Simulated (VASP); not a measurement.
# GaP (F-43m) in VASP: a series of runs

Runs on GaP. Level: LDA. Tasks: vibrations by perturbation theory.

All numbers are computed with VASP 6.6.1; they aren't measurements. Logs are shortened: lines on timing, memory, paths and dates and some standing lists are left out, and cuts for length are marked.

### Step 1. The cell of the first run

The structure is cubic, space group F-43m (No. 216). The conventional cell has a = 5.218 Å, b = 5.218 Å, c = 5.218 Å, α = 90.00°, β = 90.00°, γ = 90.00°. Within 3.0 Å of Ga (site symmetry -43m) lie 4 P at 2.26 Å. Within 3.0 Å of P (site symmetry -43m) lie 4 Ga at 2.26 Å.

### Step 2. Vibrations by perturbation theory, LDA

File INCAR:

```
ALGO     = Normal         # electronic algorithm
EDIFF    = 1E-8           # SCF threshold, eV
ENCUT    = 520            # plane-wave cutoff, eV
GGA      = CA             # functional
IBRION   = 8              # ionic algorithm
ISIF     = 2              # what is computed and relaxed
ISMEAR   = 0              # smearing method
LASPH    = T              # aspherical terms in the spheres
LCHARG   = F              # write CHGCAR
LEPSILON = T              # dielectric tensor by DFPT
LREAL    = F              # projectors in reciprocal space
LWAVE    = F              # write WAVECAR
NBANDS   = 16             # bands
NELM     = 60             # most SCF steps
NSW      = 1              # ionic steps
PREC     = Accurate       # precision mode
SIGMA    = 0.01           # smearing width, eV
```

File KPOINTS:

```
k-points
0
Gamma
  10 10 10
```

File POSCAR:

```
GaP
1.0
    0.0000000000      2.6087779752      2.6087779752
    2.6087779752      0.0000000000      2.6087779752
    2.6087779752      2.6087779752      0.0000000000
Ga P
1 1
Direct
    0.0000000000      0.0000000000      0.0000000000
    0.7500000000      0.7500000000      0.7500000000
```

Potentials or basis: VASP PAW LDA potentials, release 64 (Ga_d, P).

The run is started by

```
$ cat potpaw_LDA.64/Ga_d/POTCAR potpaw_LDA.64/P/POTCAR > POTCAR
$ mpirun -np 1 vasp_std > vasp.out
```

OUTCAR:

```text
EDIFF = 1E-8
   ENCUT = 520
   GGA = CA
   IBRION = 8
   ISIF = 2
   ISMEAR = 0
   LASPH = T
   LEPSILON = T
   LREAL = F
   NELM = 60
   NSW = 1
   PREC = Accurate

 ion  position               nearest neighbor table
   1  0.000  0.000  0.000-   2 2.26   2 2.26   2 2.26   2 2.26
   2  0.750  0.750  0.750-   1 2.26   1 2.26   1 2.26   1 2.26

  LATTYP: Found a face centered cubic cell.
 ALAT       =     5.2175559504

  Lattice vectors:

 A1 = (   0.0000000000,   2.6087779752,   2.6087779752)
 A2 = (   2.6087779752,   0.0000000000,   2.6087779752)
 A3 = (   2.6087779752,   2.6087779752,   0.0000000000)

Analysis of symmetry for initial positions (statically):
=====================================================================
 Subroutine PRICEL returns:
 Original cell was already a primitive cell.

 Routine SETGRP: Setting up the symmetry group for a
 face centered cubic supercell.

 Subroutine GETGRP returns: Found 24 space group operations
 (whereof 24 operations were pure point group operations)
 out of a pool of 48 trial point group operations.

The static configuration has the point symmetry T_d .

Analysis of symmetry for dynamics (positions and initial velocities):
=====================================================================
 Subroutine PRICEL returns:
 Original cell was already a primitive cell.

 Routine SETGRP: Setting up the symmetry group for a
 face centered cubic supercell.

 Subroutine GETGRP returns: Found 24 space group operations
 (whereof 24 operations were pure point group operations)
 out of a pool of 48 trial point group operations.

The dynamic configuration has the point symmetry T_d .

 Subroutine INISYM returns: Found 24 space group operations
 (whereof 24 operations are pure point group operations),
 and found     1 'primitive' translations

----------------------------------------------------------------------------------------

                                     Primitive cell

  volume of cell :      35.5092

  direct lattice vectors                    reciprocal lattice vectors
     0.000000000  2.608777975  2.608777975    -0.191660618  0.191660618  0.191660618
     2.608777975  0.000000000  2.608777975     0.191660618 -0.191660618  0.191660618
     2.608777975  2.608777975  0.000000000     0.191660618  0.191660618 -0.191660618

  length of vectors
     3.689369194  3.689369194  3.689369194     0.331965929  0.331965929  0.331965929

  position of ions in fractional coordinates (direct lattice)
     0.000000000  0.000000000  0.000000000
     0.750000000  0.750000000  0.750000000

  ion indices of the primitive-cell ions
   primitive index   ion index
                 1           1
                 2           2

----------------------------------------------------------------------------------------

 KPOINTS: k-points

Automatic generation of k-mesh.
 Grid dimensions read from file:
 generate k-points for:   10   10   10

 Generating k-lattice:

[... 603 lines left out ...]
 ------------------------------------------------------

 Free energy of the ion-electron system (eV)
  ---------------------------------------------------
  ---------------------------------------------------
  free energy    TOTEN  =        -0.95822102 eV

  energy without entropy =       -0.95822102

------------------------ aborting loop because EDIFF is reached ----------------------------------------

--------------------------------------- Ionic step        2  -------------------------------------------

------------------------ aborting loop because EDIFF is reached ----------------------------------------

--------------------------------------- Ionic step        3  -------------------------------------------

------------------------ aborting loop because EDIFF is reached ----------------------------------------

 PIEZOELECTRIC TENSOR FIELD DIRECTION 3  (e Angst)
 -----------------------------------------------------------------------------
    -0.00068  1.61212  0.00000           (  0.00000  0.04357  0.00000)
     1.61212 -0.00068  0.00000           (  0.04357  0.00000  0.00000)
     0.00000  0.00000 -0.00089           (  0.00000  0.00000  0.00000)

 PIEZOELECTRIC TENSOR FIELD DIRECTION 3  (C/m^2)
 -----------------------------------------------------------------------------
    -0.00031  0.72739  0.00000
     0.72739 -0.00031  0.00000
     0.00000  0.00000 -0.00040

--------------------------------------- Ionic step        4  -------------------------------------------

------------------------ aborting loop because EDIFF is reached ----------------------------------------

[... ionic steps 5 to 6 ...]

--------------------------------------- Ionic step        7  -------------------------------------------

 Free energy of the ion-electron system (eV)
  ---------------------------------------------------
  ---------------------------------------------------
  free energy    TOTEN  =        -0.04790534 eV

  energy without entropy =       -0.04790534

------------------------ aborting loop because EDIFF is reached ----------------------------------------

 INTERNAL STRAIN TENSOR  FOR ION    2  DIRECTION 1   (eV/Angst):
 -----------------------------------------------------------------------------
    -0.01011  0.00000  0.00000
     0.00000  0.00634 12.36553
     0.00000 12.36553  0.00634

 MACROSCOPIC STATIC DIELECTRIC TENSOR (including local field effects in DFT)
 ------------------------------------------------------
          10.290745    -0.000000     0.000000
           0.000000    10.290745    -0.000000
           0.000000     0.000000    10.290745
 ------------------------------------------------------

 PIEZOELECTRIC TENSOR (including local field effects)  for field in x, y, z        (e  Angst)
          XX          YY          ZZ          XY          YZ          ZX
  --------------------------------------------------------------------------------
  x     0.00000    -0.00000    -0.00000     0.00000     1.61812     0.00000
  y     0.00000     0.00000     0.00000     0.00000     0.00000     1.61812
  z    -0.00000    -0.00000     0.00000     1.61812     0.00000     0.00000

 PIEZOELECTRIC TENSOR (including local field effects)  for field in x, y, z        (C/m^2)
          XX          YY          ZZ          XY          YZ          ZX
  --------------------------------------------------------------------------------
  x     0.00000    -0.00000    -0.00000     0.00000     0.73009     0.00000
  y     0.00000     0.00000     0.00000     0.00000     0.00000     0.73009
  z    -0.00000    -0.00000     0.00000     0.73009     0.00000     0.00000

 BORN EFFECTIVE CHARGES (including local field effects) (in |e|, cummulative output)
 ---------------------------------------------------------------------------------
 ion    1
    1     1.91813     0.00000     0.00000
    2    -0.00000     1.91813    -0.00000
    3     0.00000     0.00000     1.91813
 ion    2
    1    -1.91813     0.00000     0.00000
    2     0.00000    -1.91813     0.00000
    3     0.00000     0.00000    -1.91813

 INTERNAL STRAIN TENSOR FOR ION    2 for displacements in x,y,z  (eV/Angst):
          X           Y           Z          XY          YZ          ZX
  --------------------------------------------------------------------------------
  x    -0.00000     0.00000     0.00000     0.00000    12.36553     0.00000
  y     0.00000     0.00000     0.00000     0.00000     0.00000    12.36553
  z     0.00000     0.00000    -0.00000    12.36553     0.00000     0.00000

 SECOND DERIVATIVES (NOT SYMMETRIZED)
 ------------------------------------
               1X          1Y          1Z          2X          2Y          2Z
  1X   -13.338994    0.000000    0.000000   13.338994    0.000000    0.000000
  1Y     0.000000  -13.338994    0.000000    0.000000   13.338994    0.000000
  1Z     0.000000    0.000000  -13.338994    0.000000    0.000000   13.338994
  2X    13.300839    0.000000    0.000000  -13.300839    0.000000    0.000000
  2Y     0.000000   13.300839    0.000000    0.000000  -13.300839    0.000000
  2Z     0.000000    0.000000   13.300839    0.000000    0.000000  -13.300839

 Eigenvectors and eigenvalues of the dynamical matrix
 ----------------------------------------------------

   1 f  =   12.316958 THz    77.389727 2PiTHz  410.849480 cm-1    50.938821 meV
             X         Y         Z           dx          dy          dz
      0.000000  0.000000  0.000000     0.000000    0.555164    0.000000
      3.913167  3.913167  3.913167     0.000000   -0.831741    0.000000
[... 21 lines left out ...]
   6 f/i=    0.008146 THz     0.051181 2PiTHz    0.271713 cm-1     0.033688 meV
             X         Y         Z           dx          dy          dz
      0.000000  0.000000  0.000000     0.000000    0.000000    0.831741
      3.913167  3.913167  3.913167     0.000000    0.000000    0.555164

--------------------------------------------------------------------------------------------------------

 MACROSCOPIC STATIC DIELECTRIC TENSOR IONIC CONTRIBUTION
 ------------------------------------------------------
           1.407592    -0.000000     0.000000
          -0.000000     1.407592    -0.000000
           0.000000    -0.000000     1.407592
 ------------------------------------------------------

 ELASTIC MODULI CONTR FROM IONIC RELAXATION (kBar)
 Direction    XX          YY          ZZ          XY          YZ          ZX
 --------------------------------------------------------------------------------
 XX          -0.0000      0.0000      0.0000     -0.0000      0.0000      0.0000
 YY           0.0000     -0.0000      0.0000     -0.0000     -0.0000     -0.0000
 ZZ           0.0000      0.0000     -0.0000      0.0000     -0.0000      0.0000
 XY          -0.0000     -0.0000      0.0000   -514.8716      0.0000      0.0000
 YZ           0.0000     -0.0000     -0.0000      0.0000   -514.8716      0.0000
 ZX           0.0000     -0.0000      0.0000      0.0000      0.0000   -514.8716
 --------------------------------------------------------------------------------

 PIEZOELECTRIC TENSOR IONIC CONTR  for field in x, y, z        (C/m^2)
          XX          YY          ZZ          XY          YZ          ZX
  --------------------------------------------------------------------------------
  x     0.00000    -0.00000    -0.00000     0.00000    -0.80105     0.00000
  y     0.00000    -0.00000     0.00000     0.00000     0.00000    -0.80105
  z    -0.00000    -0.00000     0.00000    -0.80105     0.00000     0.00000
```

It took 5.8 min on 1 thread of Intel Xeon 6975P-C (Granite Rapids), shared host; peak memory 0.35 GiB.

Results:

```yaml
Electronic_dielectric_tensor_diagonal: 10.29
Born_charges_mean_of_the_diagonal: Ga +1.92; P -1.92 e
Highest_phonon_frequency_at_Γ_LO-TO_splitting_left_out: 411 cm⁻¹
```

Phonon frequencies in cm⁻¹ (negative: imaginary):
| q point | frequencies |
| --- | --- |
| (0.000, 0.000, 0.000) | 0 0 0 411 411 411 |

Electronic dielectric tensor:
```
10.29  0.00  0.00
 0.00 10.29  0.00
 0.00  0.00 10.29
```

Born effective charge tensors (e):
atom 1, Ga
```
1.92 0.00 0.00
0.00 1.92 0.00
0.00 0.00 1.92
```
atom 2, P
```
-1.92  0.00  0.00
 0.00 -1.92  0.00
 0.00  0.00 -1.92
```

Caveat: the cell wasn't relaxed at this level first, which shifts response properties.

### Step 3. Vibrations by perturbation theory, LDA

This run uses another cell than the first one, of 18.03 Å³/atom, 1.015 times its volume.

File INCAR:

```
SYSTEM = GaP
PREC = Accurate
ENCUT = 520
EDIFF = 1E-8
ISMEAR = 0
SIGMA = 0.01
LREAL = .FALSE.
LASPH = .TRUE.
NELM = 80
ALGO = Normal
ISIF = 2
LWAVE = .FALSE.
LCHARG = .FALSE.
IBRION = 8
NSW = 1
LEPSILON = .TRUE.
```

File KPOINTS:

```
Automatic mesh
0
G
  10 10 10
  0 0 0
```

File POSCAR:

```
GaP
1.0
    0.0000000000      2.6219564201      2.6219564201
    2.6219564201      0.0000000000      2.6219564201
    2.6219564201      2.6219564201      0.0000000000
Ga P
1 1
Direct
    0.0000000000      0.0000000000      0.0000000000
    0.7500000000      0.7500000000      0.7500000000
```

Potentials or basis: VASP PAW LDA potentials, release 64 (Ga_d, P).

The run is started by

```
$ cat potpaw_LDA.64/Ga_d/POTCAR potpaw_LDA.64/P/POTCAR > POTCAR
$ mpirun -np 1 vasp_std > vasp.out
```

OUTCAR:

```text
SYSTEM = GaP
   PREC = Accurate
   ENCUT = 520
   EDIFF = 1E-8
   ISMEAR = 0
   LREAL = .FALSE.
   LASPH = .TRUE.
   NELM = 80
   ISIF = 2
   IBRION = 8
   NSW = 1
   LEPSILON = .TRUE.

 ion  position               nearest neighbor table
   1  0.000  0.000  0.000-   2 2.27   2 2.27   2 2.27   2 2.27
   2  0.750  0.750  0.750-   1 2.27   1 2.27   1 2.27   1 2.27

  LATTYP: Found a face centered cubic cell.
 ALAT       =     5.2439128402

  Lattice vectors:

 A1 = (   0.0000000000,   2.6219564201,   2.6219564201)
 A2 = (   2.6219564201,   0.0000000000,   2.6219564201)
 A3 = (   2.6219564201,   2.6219564201,   0.0000000000)

Analysis of symmetry for initial positions (statically):
=====================================================================
 Subroutine PRICEL returns:
 Original cell was already a primitive cell.

 Routine SETGRP: Setting up the symmetry group for a
 face centered cubic supercell.

[... 681 lines left out ...]
 SECOND DERIVATIVES (NOT SYMMETRIZED)
 ------------------------------------
               1X          1Y          1Z          2X          2Y          2Z
  1X   -12.877765    0.000000    0.000000   12.877765    0.000000    0.000000
  1Y     0.000000  -12.877765    0.000000    0.000000   12.877765    0.000000
  1Z     0.000000    0.000000  -12.877765    0.000000    0.000000   12.877765
  2X    12.831443    0.000000    0.000000  -12.831443    0.000000    0.000000
  2Y     0.000000   12.831443    0.000000    0.000000  -12.831443    0.000000
  2Z     0.000000    0.000000   12.831443    0.000000    0.000000  -12.831443

 Eigenvectors and eigenvalues of the dynamical matrix
 ----------------------------------------------------

   1 f  =   12.099048 THz    76.020561 2PiTHz  403.580804 cm-1    50.037620 meV
             X         Y         Z           dx          dy          dz
      0.000000  0.000000  0.000000     0.000000    0.555306    0.000000
      3.932935  3.932935  3.932935     0.000000   -0.831646    0.000000
[... 21 lines left out ...]
   6 f/i=    0.010068 THz     0.063256 2PiTHz    0.335816 cm-1     0.041636 meV
             X         Y         Z           dx          dy          dz
      0.000000  0.000000  0.000000     0.000000    0.000000    0.831646
      3.932935  3.932935  3.932935     0.000000    0.000000    0.555306

--------------------------------------------------------------------------------------------------------

 MACROSCOPIC STATIC DIELECTRIC TENSOR IONIC CONTRIBUTION
 ------------------------------------------------------
           1.473913    -0.000000     0.000000
          -0.000000     1.473913    -0.000000
           0.000000    -0.000000     1.473913
 ------------------------------------------------------

 ELASTIC MODULI CONTR FROM IONIC RELAXATION (kBar)
 Direction    XX          YY          ZZ          XY          YZ          ZX
 --------------------------------------------------------------------------------
 XX          -0.0000     -0.0000      0.0000     -0.0000      0.0000     -0.0000
 YY          -0.0000     -0.0000     -0.0000     -0.0000     -0.0000     -0.0000
 ZZ           0.0000     -0.0000     -0.0000      0.0000     -0.0000     -0.0000
 XY          -0.0000     -0.0000      0.0000   -461.4563      0.0000      0.0000
 YZ           0.0000     -0.0000     -0.0000      0.0000   -461.4563      0.0000
 ZX          -0.0000     -0.0000     -0.0000      0.0000      0.0000   -461.4563
 --------------------------------------------------------------------------------

 PIEZOELECTRIC TENSOR IONIC CONTR  for field in x, y, z        (C/m^2)
          XX          YY          ZZ          XY          YZ          ZX
  --------------------------------------------------------------------------------
  x     0.00000    -0.00000    -0.00000     0.00000    -0.77602     0.00000
  y    -0.00000    -0.00000    -0.00000     0.00000     0.00000    -0.77602
  z    -0.00000    -0.00000     0.00000    -0.77602    -0.00000    -0.00000
```

Run time: 9.4 min. Hardware: 1 thread of Intel Xeon Platinum 8259CL at 2.50GHz (Skylake/Cascade Lake), shared host; peak memory 0.33 GiB.

What came out:

- Electronic dielectric tensor (diagonal): 10.35
- Born charges (mean of the diagonal): Ga +1.94; P -1.94 e
- Highest phonon frequency at Γ, LO-TO splitting left out: 404 cm⁻¹

Phonon frequencies in cm⁻¹ (negative: imaginary):
```
              q point        frequencies
(0.000, 0.000, 0.000)  0 0 0 404 404 404
```

Electronic dielectric tensor:
```
10.35  0.00  0.00
 0.00 10.35  0.00
 0.00  0.00 10.35
```

Born effective charge tensors (e):
atom 1, Ga
```
1.94 0.00 0.00
0.00 1.94 0.00
0.00 0.00 1.94
```
atom 2, P
```
-1.94  0.00  0.00
 0.00 -1.94  0.00
 0.00  0.00 -1.94
```

Caveat: the cell wasn't relaxed at this level first, which shifts response properties.

[end of part 1 of 3]
